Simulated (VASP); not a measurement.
# CoO (R-3m) in VASP: single point with PBE

Aim: the single point of CoO with PBE.

Everything below comes from runs of VASP 6.6.1. Logs are shortened: lines on timing, memory, paths and dates and some standing lists are left out, and cuts for length are marked.

### 1 The cell of the first run

The structure is trigonal, space group R-3m (No. 166). Conventional cell: a = 3.091 Å, b = 3.091 Å, c = 6.689 Å, α = 90.00°, β = 90.00°, γ = 120.00°. Within 2.9 Å of Co (site symmetry -3m) lie 6 O at 2.10 Å and 6 Co at 2.86 Å. O (site symmetry -3m) has 6 Co at 2.10 Å and 6 O at 2.86 Å within 2.9 Å.

### 2 Single point, PBE, collinear spin, ferromagnetic start (strain +0.000 along x and y, -0.030 along z)

Input file INCAR:

```
SYSTEM = CoO
  PREC = Accurate
  ENCUT = 520
  EDIFF = 1E-7
  ISMEAR = 0
  SIGMA = 0.15
  LREAL = .False.
  LASPH = .True.
  NELM = 150
  ALGO = Fast
  ISIF = 2
  LWAVE = .False.
  LCHARG = .False.
  ISPIN = 2
  MAGMOM = 2.7 0.34
  LORBIT = 11
  LMAXMIX = 4
  GGA = PE
  NBANDS = 18
```

Input file KPOINTS:

```
Automatic mesh
0
Gamma
  24 24 24
  0 0 0
```

Input file POSCAR:

```
CoO
1.0
    1.5453433649      0.8922044077      2.2295388951
   -1.5453433649      0.8922044077      2.2295388951
    0.0000000000     -1.7844088155      2.2295388951
Co O
1 1
Direct
    0.0000000000      0.0000000000      0.0000000000
    0.5000000000      0.5000000000      0.5000000000
```

Potentials or basis: VASP PAW PBE potentials, release 64 (Co, O).

Started as:

```sh
$ cat potpaw_PBE.64/Co/POTCAR potpaw_PBE.64/O/POTCAR > POTCAR
$ mpirun -np 1 vasp_std > vasp.out
```

OUTCAR:

```text
SYSTEM = CoO
   PREC = Accurate
   ENCUT = 520
   EDIFF = 1E-7
   ISMEAR = 0
   LREAL = .False.
   LASPH = .True.
   NELM = 150
   ISIF = 2
   ISPIN = 2
   LORBIT = 11
   GGA = PE

 ion  position               nearest neighbor table
   1  0.000  0.000  0.000-   2 2.10   2 2.10   2 2.10   2 2.10   2 2.10   2 2.10
   2  0.500  0.500  0.500-   1 2.10   1 2.10   1 2.10   1 2.10   1 2.10   1 2.10

  LATTYP: Found a trigonal (rhomboedric) cell.
 ALAT       =     2.8556887970
 COS(alpha) =     0.4143229266

  Lattice vectors:

 A1 = (   1.5453433649,   0.8922044077,   2.2295388951)
 A2 = (  -1.5453433649,   0.8922044077,   2.2295388951)
 A3 = (   0.0000000000,  -1.7844088155,   2.2295388951)

Analysis of symmetry for initial positions (statically):
=====================================================================
 Subroutine PRICEL returns:
 Original cell was already a primitive cell.

 Routine SETGRP: Setting up the symmetry group for a
 trigonal (rhombohedral) supercell.

 Subroutine GETGRP returns: Found 12 space group operations
 (whereof 12 operations were pure point group operations)
 out of a pool of 12 trial point group operations.

The static configuration has the point symmetry D_3d.

Analysis of symmetry for dynamics (positions and initial velocities):
=====================================================================
 Subroutine PRICEL returns:
 Original cell was already a primitive cell.

 Routine SETGRP: Setting up the symmetry group for a
 trigonal (rhombohedral) supercell.

 Subroutine GETGRP returns: Found 12 space group operations
 (whereof 12 operations were pure point group operations)
 out of a pool of 12 trial point group operations.

The dynamic configuration has the point symmetry D_3d.

Analysis of structural, dynamic, and magnetic symmetry:
=====================================================================
 Subroutine PRICEL returns:
 Original cell was already a primitive cell.

 Routine SETGRP: Setting up the symmetry group for a
 trigonal (rhombohedral) supercell.

 Subroutine GETGRP returns: Found 12 space group operations
 (whereof 12 operations were pure point group operations)
 out of a pool of 12 trial point group operations.

The overall configuration has the point symmetry D_3d.

 Subroutine INISYM returns: Found 12 space group operations
 (whereof 12 operations are pure point group operations),
 and found     1 'primitive' translations

----------------------------------------------------------------------------------------

                                     Primitive cell

  volume of cell :      18.4440

  direct lattice vectors                    reciprocal lattice vectors
     1.545343365  0.892204408  2.229538895     0.323552688  0.186803232  0.149507745
    -1.545343365  0.892204408  2.229538895    -0.323552688  0.186803232  0.149507745
     0.000000000 -1.784408815  2.229538895     0.000000000 -0.373606463  0.149507745

  length of vectors
     2.855688797  2.855688797  2.855688797     0.402410680  0.402410680  0.402410680

  position of ions in fractional coordinates (direct lattice)
     0.000000000  0.000000000  0.000000000
     0.500000000  0.500000000  0.500000000

  ion indices of the primitive-cell ions
   primitive index   ion index
                 1           1
                 2           2

----------------------------------------------------------------------------------------

 KPOINTS: Automatic mesh

Automatic generation of k-mesh.
 Grid dimensions read from file:
 generate k-points for:   24   24   24

 Generating k-lattice:

  Cartesian coordinates                     Fractional coordinates (reciprocal lattice)
     0.013481362  0.007783468  0.006229489     0.041666667  0.000000000 -0.000000000
    -0.013481362  0.007783468  0.006229489     0.000000000  0.041666667 -0.000000000
     0.000000000 -0.015566936  0.006229489     0.000000000  0.000000000  0.041666667

  Length of vectors
     0.016767112  0.016767112  0.016767112

  Shift w.r.t. Gamma in fractional coordinates (k-lattice)
     0.000000000  0.000000000  0.000000000

 Subroutine IBZKPT returns following result:
 ===========================================

 Found   1313 irreducible k-points:

 Following reciprocal coordinates:
            Coordinates               Weight
  0.000000  0.000000  0.000000      1.000000
  0.041667 -0.000000 -0.000000      6.000000
  0.083333  0.000000 -0.000000      6.000000
  0.125000  0.000000 -0.000000      6.000000
  0.166667  0.000000  0.000000      6.000000
  0.208333 -0.000000  0.000000      6.000000
[... 16 lines left out ...]
  0.416667  0.041667 -0.000000     12.000000
  0.458333  0.041667 -0.000000     12.000000
 [... further k-points ...]
   k-points           NKPTS =   1313   k-points in BZ     NKDIM =   1313   number of bands    NBANDS=     18
   number of dos      NEDOS =    301   number of ions     NIONS =      2
   total plane-waves  NPLWV =  13824
   dimension x,y,z NGX =    24 NGY =   24 NGZ =   24
   dimension x,y,z NGXF=    48 NGYF=   48 NGZF=   48
   ions per type =               1   1
   NGX,Y,Z   is equivalent  to a cutoff of  13.97, 13.97, 13.97 a.u.
   NGXF,Y,Z  is equivalent  to a cutoff of  27.94, 27.94, 27.94 a.u.
 SYSTEM =  CoO
   PREC   = accura    normal or accurate (medium, high low for compatibility)
   ISTART =      0    job   : 0-new  1-cont  2-samecut
   ICHARG =      2    charge: 1-file 2-atom 10-const
   ISPIN  =      2    spin polarized calculation?
   LNONCOLLINEAR =      F non collinear calculations
   LSORBIT =      F    spin-orbit coupling
   LASPH  =      T    aspherical Exc in radial PAW
   ENCUT  =  520.0 eV  38.22 Ry    6.18 a.u.   5.31  5.31  5.31*2*pi/ulx,y,z
   NELM   =    150;   NELMIN=  2; NELMDL= -5     # of ELM steps
   EDIFF  = 0.1E-06   stopping-criterion for ELM
   LREAL  =      F    real-space projection
   EDIFFG = 0.1E-05   stopping-criterion for IOM
   NSW    =      0    number of steps for IOM
   IBRION =     -1    ionic relax: 0-MD 1-quasi-New 2-CG
   NFREE  =      0    steps in history (QN), initial steepest desc. (CG)
   ISIF   =      2    stress and relaxation
   ISYM   =      2    0-nonsym 1-usesym 2-fastsym
   POTIM  = 0.5000    time-step for ionic-motion
   TEBEG  =    0.0;   TEEND  =   0.0 temperature during run
   PSTRESS=    0.0 pullay stress
   NELECT =      15.0000    total number of electrons
   NUPDOWN=      -1.0000    fix difference up-down
   EMIN   =  10.00;   EMAX   =-10.00  energy-range for DOS
   EFERMI =   0.00;   METHOD = LEGACY
   ISMEAR =     0;   SIGMA  =   0.15  broadening in eV -4-tet -1-fermi 0-gaus
   EFERMI_NEDOS =   21; number of points for ismear=-14 and -15
   IALGO  =     68    algorithm
   IMIX   =      4    mixing-type and parameters
     AMIX     =   0.40;   BMIX     =  1.00
     AMIX_MAG =   1.60;   BMIX_MAG =  1.00
  volume/ion in A,a.u.               =       9.22        62.23
  Fermi-wavevector in a.u.,A,eV,Ry     =   1.528106  2.887701 31.771055  2.335107
  Thomas-Fermi vector in A             =   2.635910
   LORBIT       =     11    0 simple, 1 ext, 2 COOP (PROOUT), +10 PAW based schemes
   GGA     = PE    functional components
   LHFCALC =     F    Hartree Fock is set to
   AEXX    =    0.0000 exact exchange contribution
   IVDW    =     0    specifies the selected vdW correction
   LEPSILON=     F    determine dielectric tensor
   LRPA    =     F    only Hartree local field effects (RPA)
 spin polarized calculation
 RMM-DIIS sequential band-by-band and
 Gauss-broadening in eV      SIGMA  =   0.15
  energy-cutoff  :      520.00
  volume of cell :       18.44
 maximum number of plane-waves:       514
 NGX is ok and might be reduce to    24
   NGX = 11   NGY = 11   NGZ = 11

 number of electron      15.0000003 magnetization       2.7289090

 Free energy of the ion-electron system (eV)
  ---------------------------------------------------
  ext. energy  EPLUGINS =         0.00000000
  ---------------------------------------------------
  free energy    TOTEN  =       -13.06574272 eV

  energy without entropy =      -13.03057819  energy(sigma->0) =      -13.04816046

 E-fermi :   8.4958     XC(G=0): -12.6904

 val. band max:        8.4955145124   @ k =  -0.2500   0.3333   0.2083
 cond. band min:       8.4959128494   @ k =  -0.3333   0.2500   0.1250
 fundamental gap:      0.0003983370
 Fermi energy:         8.4957545865

 spin component 1

 k-point     1 :       0.0000    0.0000    0.0000
  band No.  band energies     occupation
      1     -12.0392      1.00000
      2       5.0523      1.00000
      3       5.0523      1.00000
      4       5.1239      1.00000
      5       5.1239      1.00000
      6       5.4257      1.00000
[... 10 lines left out ...]
     17      33.1861      0.00000
     18      34.3049      0.00000

 k-point     2 :       0.0417   -0.0000   -0.0000
  band No.  band energies     occupation
      1     -12.0207      1.00000
      2       4.7014      1.00000
      3       4.7466      1.00000
      4       5.1626      1.00000
      5       5.3036      1.00000
      6       5.3288      1.00000
[... 10 lines left out ...]
     17      32.7043      0.00000
     18      34.5876      0.00000

 k-point     3 :       0.0833    0.0000   -0.0000
  band No.  band energies     occupation
      1     -11.9659      1.00000
      2       4.2891      1.00000
      3       4.3113      1.00000
      4       4.8136      1.00000
      5       5.3569      1.00000
      6       5.4696      1.00000
[... 412 lines left out ...]
 k-point    23 :       0.4167    0.0417   -0.0000
  band No.  band energies     occupation
      1     -10.8884      1.00000
      2       0.3053      1.00000
      3       2.2827      1.00000
      4       3.0369      1.00000
      5       5.8879      1.00000
      6       6.2092      1.00000
[... 10 lines left out ...]
     17      35.2681      0.00000
     18      36.3606      0.00000

 k-point    24 :       0.4583    0.0417   -0.0000
  band No.  band energies     occupation
      1     -10.8018      1.00000
      2       0.0898      1.00000
      3       2.2053      1.00000
      4       2.9473      1.00000
      5       5.9365      1.00000
      6       6.2336      1.00000
[... 10 lines left out ...]
     17      34.7683      0.00000
     18      36.1318      0.00000

 [... further k-points ...]

 spin component 2

 k-point     1 :       0.0000    0.0000    0.0000
  band No.  band energies     occupation
      1     -11.5986      1.00000
      2       5.5187      1.00000
      3       5.5187      1.00000
      4       6.2877      1.00000
      5       7.0778      1.00000
      6       7.0778      1.00000
[... 10 lines left out ...]
     17      34.1244      0.00000
     18      35.1019      0.00000

 k-point     2 :       0.0417   -0.0000   -0.0000
  band No.  band energies     occupation
      1     -11.5797      1.00000
      2       5.3561      1.00000
      3       5.4492      1.00000
      4       6.1880      1.00000
      5       7.1076      1.00000
      6       7.1513      1.00000
[... 10 lines left out ...]
     17      33.5804      0.00000
     18      35.3922      0.00000

 k-point     3 :       0.0833    0.0000   -0.0000
  band No.  band energies     occupation
      1     -11.5237      1.00000
      2       4.9336      1.00000
      3       5.2669      1.00000
      4       5.9717      1.00000
      5       7.1818      1.00000
      6       7.2920      1.00000
[... 412 lines left out ...]
 k-point    23 :       0.4167    0.0417   -0.0000
  band No.  band energies     occupation
      1     -10.4197      1.00000
      2       0.8088      1.00000
      3       3.5592      1.00000
      4       4.3664      1.00000
      5       7.9052      1.00000
      6       8.0749      0.99996
[... 10 lines left out ...]
     17      35.7456      0.00000
     18      36.8471      0.00000

 k-point    24 :       0.4583    0.0417   -0.0000
  band No.  band energies     occupation
      1     -10.3306      1.00000
      2       0.5854      1.00000
      3       3.4821      1.00000
      4       4.2795      1.00000
      5       7.9751      1.00000
      6       8.0997      0.99991
[... 10 lines left out ...]
     17      35.2513      0.00000
     18      36.6208      0.00000

 [... further k-points ...]

------------------------ aborting loop because EDIFF is reached ----------------------------------------

  FORCE on cell =-STRESS in cart. coord.  units (eV):
  Direction    XX          YY          ZZ          XY          YZ          ZX
  --------------------------------------------------------------------------------------
  -------------------------------------------------------------------------------------
  Total        0.3678266      0.3678266      0.5759360     -0.0000000     -0.0000000      0.0000000
  in kB       31.9520043     31.9520043     50.0298458     -0.0000000     -0.0000000      0.0000000
  external PRESSURE =      37.9779515 kB  Pullay stress =       0.0000000 kB

 VOLUME and BASIS-vectors are now :
 -----------------------------------------------------------------------------
  energy-cutoff  :      520.00
  volume of cell :       18.44
      direct lattice vectors                 reciprocal lattice vectors
     1.545343365  0.892204408  2.229538895     0.323552688  0.186803232  0.149507745
    -1.545343365  0.892204408  2.229538895    -0.323552688  0.186803232  0.149507745
     0.000000000 -1.784408815  2.229538895     0.000000000 -0.373606463  0.149507745

 POSITION                                       TOTAL-FORCE (eV/Angst)
 -----------------------------------------------------------------------------------
      0.00000      0.00000      0.00000        -0.000000      0.000000      0.000000
      0.00000     -0.00000      3.34431         0.000000     -0.000000      0.000000
 -----------------------------------------------------------------------------------
    total drift:                               -0.000000      0.000000     -0.000000

  FREE ENERGIE OF THE ION-ELECTRON SYSTEM (eV)
  ---------------------------------------------------
  free  energy   TOTEN  =       -13.0657427200 eV

  energy  without entropy=      -13.0305781900  energy(sigma->0) =      -13.04816046

 total charge

# of ion       s       p       d       tot
------------------------------------------
    1        0.308   0.384   7.183   7.874
    2        1.558   3.434   0.000   4.992
--------------------------------------------------
tot          1.866   3.818   7.183  12.867

 magnetization (x)

# of ion       s       p       d       tot
------------------------------------------
    1        0.020   0.019   2.387   2.425
    2        0.029   0.230   0.000   0.259
--------------------------------------------------
tot          0.049   0.249   2.387   2.684
```

Run time: 16 min. Hardware: 1 thread of Oxide Virtual Turin-like, shared host; peak memory 0.67 GiB.

Results:

* Free energy: -13.0657 eV
* Pressure: 3.8 GPa
* Net moment: 2.73 μB per cell
* Site moments: Co +2.42; O +0.26 μB
* Valence electrons inside the program's atomic spheres: Co 7.87; O 4.99

Stress tensor (GPa, compression positive):
```
3.20 0.00 0.00
0.00 3.20 0.00
0.00 0.00 5.00
```

Levels at points of the mesh, in eV from the Fermi level:
Spin up:
```csv
k point,band 7,band 8,band 9,band 10,band 11,band 12
"(0.00, 0.00, 0.00)",-3.07,-2.76,-2.68,1.31,16.91,17.53
"(0.50, 0.00, 0.00)",-1.64,0.09,0.32,5.43,9.35,13.69
"(0.50, 0.50, 0.00)",-2.30,-1.94,-1.94,6.23,10.01,12.24
"(0.50, 0.50, 0.50)",-1.35,0.40,0.40,4.60,11.35,12.12
```
Spin down:
| k point | band 3 | band 4 | band 5 | band 6 | band 7 | band 8 | band 9 | band 10 |
| --- | --- | --- | --- | --- | --- | --- | --- | --- |
| (0.00, 0.00, 0.00) | -2.98 | -2.21 | -1.42 | -1.42 | -0.94 | 0.05 | 0.05 | 1.87 |
| (0.50, 0.00, 0.00) | -5.04 | -4.26 | -0.46 | -0.38 | 0.43 | 2.56 | 2.81 | 5.69 |
| (0.50, 0.50, 0.00) | -4.51 | -3.50 | -2.42 | 0.04 | 0.09 | 0.58 | 0.97 | 7.08 |
| (0.50, 0.50, 0.50) | -5.43 | -5.43 | 0.08 | 0.08 | 0.37 | 2.93 | 2.93 | 4.86 |

Caveat: the cell differs from its parent crystal (strain +0.000 along x and y, -0.030 along z); the cell stands under pressure; a cell with one magnetic atom can't hold antiferromagnetic order, which such compounds often take; semilocal functionals often make such compounds metallic where correlation or magnetic order opens a gap, which also shifts bond lengths.
